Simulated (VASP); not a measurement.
## GaAs: single point with LDA

Crystal: GaAs.

```xyz
2
Lattice="0.0000 2.8823 2.8823 2.8823 0.0000 2.8823 2.8823 2.8823 0.0000" Properties=species:S:1:pos:R:3 pbc="T T T"
Ga    0.0000    0.0000    0.0000
As    4.3234    4.3234    4.3234
```

- Program: VASP 6.6.1
- Task: single point
- Functional: LDA
- Potentials or basis: VASP PAW LDA potentials, release 64 (Ga_d, As)
- Cutoff: 520 eV
- k mesh: 11 × 11 × 11
- Occupations: fermi-dirac, width 0.05 eV
- Spin: no spin polarisation

* Pressure: -4.9 GPa
* Band gap on the k mesh: zero (filled and empty bands touch)

Levels at points of the mesh, in eV from the Fermi level:
```tsv
k point	band 6	band 7	band 8	band 9	band 10	band 11	band 12	band 13
(0.00, 0.00, 0.00)	-12.44	-0.17	-0.08	-0.08	-0.08	3.58	3.58	3.58
```

It took 62 s on 1 thread of Intel Xeon 8259CL (shared host), peak memory 0.17 GiB.

Caveat: the cell stands under tension; semilocal functionals underestimate gaps, and a narrow one can read as zero.
